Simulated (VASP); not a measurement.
# Al9H in VASP: further runs, part 2 of 2

VASP 6.6.1. Earlier steps stand in the parts before.

### 4 Single point, LDA

INCAR reads:

```
PREC     = Accurate       # precision mode
ENCUT    = 400            # plane-wave cutoff, eV
EDIFF    = 1E-6           # SCF threshold, eV
ISMEAR   = -1             # smearing method
SIGMA    = 0.1            # smearing width, eV
LREAL    = False          # projectors in reciprocal space
LASPH    = True           # aspherical terms in the spheres
NELM     = 120            # most SCF steps
ALGO     = Normal         # electronic algorithm
ISIF     = 2              # what is computed and relaxed
LWAVE    = False          # write WAVECAR
LCHARG   = False          # write CHGCAR
NBANDS   = 44             # bands
GGA_COMPAT= False        
NELMDL   = -8
```

KPOINTS reads:

```
regular mesh
0
Gamma
  3 2 1
```

POSCAR reads:

```
Al9H
1.0
    5.7275650000      0.0000000000      0.0000000000
    4.2956740000      7.4403250000      0.0000000000
    0.0000000000      0.0000000000     17.6765370000
Al H
18 2
Direct
    0.1666684695      0.1111107378      0.0565721668
    0.6666715249      0.1111107378      0.0565721668
    0.1666708227      0.4444429511      0.0565721668
    0.6666738781      0.4444429511      0.0565721668
    0.1666731759      0.7777751644      0.0565721668
    0.6666762313      0.7777751644      0.0565721668
   -0.1663585022      0.2221139534      0.1836106246
    0.3315016700      0.2234579807      0.1835653669
   -0.1681994690      0.5554596069      0.1841084597
    0.3362277228      0.5539139755      0.1838425705
   -0.1681836109      0.8886574175      0.1840236015
    0.3345108972      0.8886305370      0.1839783437
   -0.0025209548     -0.0010617816      0.3105585670
    0.5035365671     -0.0011961843      0.3120294433
   -0.0011726885      0.3343402338      0.3108923428
    0.4983027715      0.3351600905      0.3106377680
   -0.0032268912      0.6707637099      0.3122727036
    0.4985972567      0.6684519829      0.3098853582
    1.6759341023      0.7446045704      0.6817851257
    1.8044450031      0.7540665226      0.6803991076
```

Potentials or basis: VASP PAW LDA potentials, release 64 (Al, H).

Started as:

```bash
cat potpaw_LDA.64/Al/POTCAR potpaw_LDA.64/H/POTCAR > POTCAR
mpirun -np 1 vasp_std > vasp.out
```

OUTCAR:

```text
PREC = Accurate
   ENCUT = 400
   EDIFF = 1E-6
   ISMEAR = -1
   LREAL = False
   LASPH = True
   NELM = 120
   ISIF = 2
   NELMDL = -8

 ion  position               nearest neighbor table
   1  0.167  0.111  0.057-   7 2.79   8 2.79  12 2.80   4 2.86   2 2.86   3 2.86   5 2.86   2 2.86
                             6 2.86
   2  0.667  0.111  0.057-   7 2.79   8 2.79  11 2.80   1 2.86   3 2.86   4 2.86   6 2.86   5 2.86
                             1 2.86
   3  0.167  0.444  0.057-   8 2.78  10 2.79   9 2.80   6 2.86   4 2.86   2 2.86   5 2.86   1 2.86
                             4 2.86
   4  0.667  0.444  0.057-  10 2.78   7 2.79   9 2.79   1 2.86   3 2.86   5 2.86   6 2.86   2 2.86
                             3 2.86
   5  0.167  0.778  0.057-  12 2.80  11 2.80  10 2.80   6 2.86   4 2.86   3 2.86   1 2.86   2 2.86
                             6 2.86
   6  0.667  0.778  0.057-  11 2.79  12 2.79   9 2.80   3 2.86   5 2.86   4 2.86   2 2.86   5 2.86
                             1 2.86
   7  0.834  0.222  0.184-   1 2.79   2 2.79   4 2.79  13 2.79  15 2.79  16 2.79  10 2.85   8 2.86
                             9 2.86  12 2.87  11 2.87   8 2.87
   8  0.332  0.223  0.184-   3 2.78   1 2.79  15 2.79  16 2.79   2 2.79  14 2.82  10 2.85   9 2.86
                             7 2.86  12 2.87   7 2.87  11 2.87
[... 256 lines left out ...]
      5      -5.5934      2.00000
      6      -5.5570      2.00000
[... 161 lines left out ...]
     39       3.0182      0.00000
     40       3.0327      0.00000
 [bands above 40 left out]

------------------------ aborting loop because EDIFF is reached ----------------------------------------

  FORCE on cell =-STRESS in cart. coord.  units (eV):
  Direction    XX          YY          ZZ          XY          YZ          ZX
  --------------------------------------------------------------------------------------
  -------------------------------------------------------------------------------------
  Total      -10.9178835    -10.4554976      2.8159660     -0.0218429     -0.0793431      0.0218873
  in kB      -23.2214812    -22.2380226      5.9893387     -0.0464581     -0.1687565      0.0465525
  external PRESSURE =     -13.1567217 kB  Pullay stress =       0.0000000 kB

 VOLUME and BASIS-vectors are now :
 -----------------------------------------------------------------------------
  energy-cutoff  :      400.00
  volume of cell :      753.28
      direct lattice vectors                 reciprocal lattice vectors
     5.727565000  0.000000000  0.000000000     0.174594265 -0.100802054  0.000000000
     4.295674000  7.440325000  0.000000000     0.000000000  0.134402731  0.000000000
     0.000000000  0.000000000 17.676537000     0.000000000  0.000000000  0.056572167

 POSITION                                       TOTAL-FORCE (eV/Angst)
 -----------------------------------------------------------------------------------
      1.43190      0.82670      1.00000         0.002507     -0.014287     -0.108613
      4.29570      0.82670      1.00000        -0.005312     -0.015138     -0.107260
      2.86380      3.30680      1.00000        -0.011912      0.018480     -0.098567
      5.72760      3.30680      1.00000         0.012042      0.017695     -0.127358
      4.29570      5.78690      1.00000         0.004708      0.001419     -0.080657
      7.15950      5.78690      1.00000        -0.006810     -0.009063     -0.113804
[... 12 lines left out ...]
      7.07003      5.54010     12.05160         0.413009      0.037602     -0.012988
      7.84673      5.61050     12.02710        -0.413029     -0.037518      0.012882
 -----------------------------------------------------------------------------------
    total drift:                               -0.000045      0.000107     -0.000079

  FREE ENERGIE OF THE ION-ELECTRON SYSTEM (eV)
  ---------------------------------------------------
  free  energy   TOTEN  =       -77.3044330131 eV

  energy  without entropy=      -76.8623431779  energy(sigma->0) =      -77.08338810
```

OSZICAR:

```text
N       E                     dE             d eps       ncg     rms          rms(c)
DAV:   1     0.132740247257E+03    0.13274E+03   -0.14886E+04   352   0.747E+02
DAV:   2    -0.700645162136E+02   -0.20280E+03   -0.19525E+03   444   0.142E+02
DAV:   3    -0.813210154369E+02   -0.11256E+02   -0.10933E+02   444   0.320E+01
[... 15 lines left out ...]
DAV:  19    -0.773041864830E+02   -0.38801E-03   -0.73541E-05   408   0.166E-02    0.866E-03
DAV:  20    -0.773043682813E+02   -0.18180E-03   -0.31879E-05   392   0.104E-02    0.300E-03
DAV:  21    -0.773044252076E+02   -0.56926E-04   -0.12996E-05   400   0.634E-03    0.105E-03
DAV:  22    -0.773044321918E+02   -0.69842E-05   -0.13389E-06   376   0.280E-03    0.423E-04
DAV:  23    -0.773044330131E+02   -0.82135E-06   -0.11066E-07   272   0.106E-03
   1 F= -.77304433E+02 E0= -.77083388E+02  d E =-.442090E+00
```

Run time: 5.3 min. Hardware: 1 thread of Intel Xeon 8259CL, shared host; peak memory 0.44 GiB.

What came out:

| Quantity | Value |
| --- | --- |
| Free energy | -77.3044 eV |
| Largest force | 0.415 eV/Å |

Forces on the atoms (eV/Å):
```
Al   0.003 -0.014 -0.109
Al  -0.005 -0.015 -0.107
Al  -0.012  0.018 -0.099
Al   0.012  0.018 -0.127
Al   0.005  0.001 -0.081
Al  -0.007 -0.009 -0.114
Al  -0.010 -0.027  0.018
Al   0.014 -0.050  0.033
Al   0.079  0.007 -0.020
Al  -0.082  0.075 -0.022
Al   0.037 -0.009 -0.035
Al  -0.034  0.042 -0.026
Al   0.089  0.073  0.128
Al  -0.088  0.080  0.054
Al   0.003 -0.021  0.129
Al  -0.001 -0.021  0.150
Al  -0.002 -0.117  0.023
Al   0.000 -0.030  0.203
H    0.413  0.038 -0.013
H   -0.413 -0.038  0.013
```

Caveat: the k points lie up to 0.42 Å⁻¹ apart.
